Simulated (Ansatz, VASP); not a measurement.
**One calculation of Bi2Te3, two programs**

INCAR

```
PREC = Accurate
ENCUT = 520
EDIFF = 1E-7
ISMEAR = -1
SIGMA = 0.08
LREAL = False
LASPH = True
NELM = 100
ALGO = Normal
ISIF = 2
LWAVE = False
LCHARG = False
GGA = PS
NBANDS = 32
```

The input KPOINTS:

```
Automatic mesh
0
Gamma
  7 7 7
```

POSCAR

```
Bi2Te3
1.0
    2.0215235665      1.0807494043     10.1137830497
   -2.3644775503      1.1465394211     10.1795730664
   -0.1145011661     -2.6847439754     10.2036538839
Bi Te
2 3
Direct
    0.4000000000      0.4000000000      0.4000000000
    0.6000000000      0.6000000000      0.6000000000
    0.0000000000      0.0000000000      0.0000000000
    0.2095000000      0.2095000000      0.2095000000
    0.7905000000      0.7905000000      0.7905000000
```

Input for Ansatz:

```yaml
crystal:
  lattice:
    - [2.0215235665, 1.0807494043, 10.1137830497]
    - [-2.3644775503, 1.1465394211, 10.1795730664]
    - [-0.1145011661, -2.6847439754, 10.2036538839]
  atoms:
    - { symbol: Bi, position: [0.4, 0.4, 0.4] }
    - { symbol: Bi, position: [0.6, 0.6, 0.6] }
    - { symbol: Te, position: [0.0, 0.0, 0.0] }
    - { symbol: Te, position: [0.2095, 0.2095, 0.2095] }
    - { symbol: Te, position: [0.7905, 0.7905, 0.7905] }
kpoints:
  mp_grid: { grid: [7, 7, 7] }
  band_path:
    path:
      - [0.0, 0.0, 0.0]
      - [0.0, 0.0, -0.5]
      - [0.5, 0.5, 0.5]
      - [0.0, 0.0, 0.0]
      - [0.0, -0.5, 0.0]
      - [0.5, 0.0, 0.0]
      - [0.0, 0.0, 0.0]
      - [0.5, 0.0, 0.5]
      - [0.0, -0.5, -0.5]
    npoints: 5
scf:
  occupations: { method: fermi_dirac, width: 0.08 }
hamiltonian:
  xc: pbesol
  pseudopotentials: { kind: all_electron, lapw: { basis_error: 0.001 } }
output:
  forces: true
  stress: true
  eigenvalues: true
```

Change from the starting cell: equal xy, yz and zx shear strains of -3 %.

Alike in both runs: task single point; functional PBEsol; k mesh 7 × 7 × 7; occupations fermi-dirac, width 0.08 eV; no spin polarisation.

```csv
,VASP,Ansatz
version,VASP 6.6.1,Ansatz 0.2.0
potentials or method,"VASP PAW PBE potentials, release 64 (Bi_d, Te), cutoff 520 eV","all-electron LAPW, scalar-relativistic"
```

|  | VASP | Ansatz | Ansatz less VASP |
| --- | --- | --- | --- |
| pressure (GPa) | -0.5 | -0.5 | 0.00 |
| traceless stress, the component that is largest in VASP (GPa) | 1.65 | 1.65 | -0.004 |
| rms of the force components (eV/Å) | 0.095 | 0.098 | +0.0022 |

VASP's potentials were made for PBE, not for PBEsol. Atom by atom the forces differ by 0.007 eV/Å (rms over components). Ansatz ran all-electron here, and VASP with PAW potentials.

Neither program's run includes spin-orbit coupling.
